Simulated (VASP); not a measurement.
# MoS2: single point with PBE

The system is MoS2.

```
CELL_PARAMETERS angstrom
1.58000 0.91221 6.15000
-1.58000 0.91221 6.15000
0.00000 -1.82443 6.15000
ATOMIC_POSITIONS crystal
Mo 0.00000 0.00000 0.00000
S 0.25000 0.25000 0.25000
S 0.41700 0.41700 0.41700
```

```
Program                : VASP 6.6.1
Task                   : single point
Functional             : PBE
Potentials or basis    : VASP PAW PBE potentials, release 64 (Mo_sv, S)
Cutoff                 : 520 eV
k mesh                 : 5 × 5 × 5
Occupations            : fermi-dirac, width 0.1 eV
Spin                   : no spin polarisation
Dipole correction      : no
Further INCAR settings : ALGO = Normal; EDIFF = 1e-07; NBANDS = 20
```

| Item | Value |
| --- | --- |
| Pressure | 5.2 GPa |
| Largest force | 0.511 eV/Å |
| Band gap on the k mesh | 1.01 eV (least direct gap 2.16 eV) |

Forces on the atoms (eV/Å):
```
Mo   0.000  0.000  0.084
S    0.000  0.000 -0.511
S    0.000  0.000  0.427
```

Stress tensor (GPa, compression positive):
```
4.43 0.00 0.00
0.00 4.43 0.00
0.00 0.00 6.79
```

Levels at points of the mesh, in eV from the valence-band top:
| k point | band 10 | band 11 | band 12 | band 13 | band 14 | band 15 | band 16 | band 17 |
| --- | --- | --- | --- | --- | --- | --- | --- | --- |
| (0.00, 0.00, 0.00) | -2.29 | -2.29 | -1.23 | -1.12 | 2.07 | 2.07 | 2.49 | 2.49 |

Wall time 66 s on 1 thread of Intel Xeon 8259CL, on a shared host, peak memory 0.3 GiB.

Caveat: the k points lie up to 0.46 Å⁻¹ apart; an odd mesh through Γ misses points on the zone boundary, where band edges can lie.
